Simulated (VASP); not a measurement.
Sb:

```xyz
2
Lattice="3.3545 0.0000 0.0000 -1.6773 2.9051 0.0000 0.0000 0.0000 5.4702" Properties=species:S:1:pos:R:3 pbc="T T T"
Sb    1.6773    0.9684    4.1026
Sb    0.0000    1.9367    1.3675
```

- Program: VASP 6.6.1
- Task: relaxation of cell and atoms
- Functional: PBEsol
- Potentials or basis: VASP PAW PBE potentials, release 64 (Sb)
- Cutoff: 600 eV
- k mesh: 9 × 9 × 5
- Occupations: fermi-dirac, width 0.05 eV
- Spin: no spin polarisation

At the start: pressure -1.6 GPa; volume 26.65 Å³/atom.

Task: Where does the relaxation end?

Result: Over 3 steps the energy falls by 3.6 meV/atom and the volume is 25.98 Å³/atom (-2.5 %); space group P6_3/mmc (No. 194, to 0.05 Å).

Step by step:
| step | energy change (eV) | largest force (eV/Å) | pressure (GPa) | volume (Å³) |
| --- | --- | --- | --- | --- |
| 1 | 0.0000 | 0.0000 | -1.62 | 53.31 |
| 2 | -0.0051 | 0.0000 | 0.95 | 51.25 |
| 3 | -0.0071 | 0.0000 | 0.01 | 51.95 |

Final structure:
```cif
data_structure
_symmetry_space_group_name_H-M 'P 1'
_symmetry_Int_Tables_number 1
_cell_length_a 3.3277
_cell_length_b 3.3277
_cell_length_c 5.4174
_cell_angle_alpha 90.000
_cell_angle_beta 90.000
_cell_angle_gamma 120.000
_cell_volume 51.95
loop_
_atom_site_label
_atom_site_type_symbol
_atom_site_fract_x
_atom_site_fract_y
_atom_site_fract_z
_atom_site_occupancy
Sb1 Sb 0.66667 0.33333 0.75000 1
Sb2 Sb 0.33333 0.66667 0.25000 1
```

Caveat: the PAW data sets were made with another functional, which shifts forces and pressure a little.
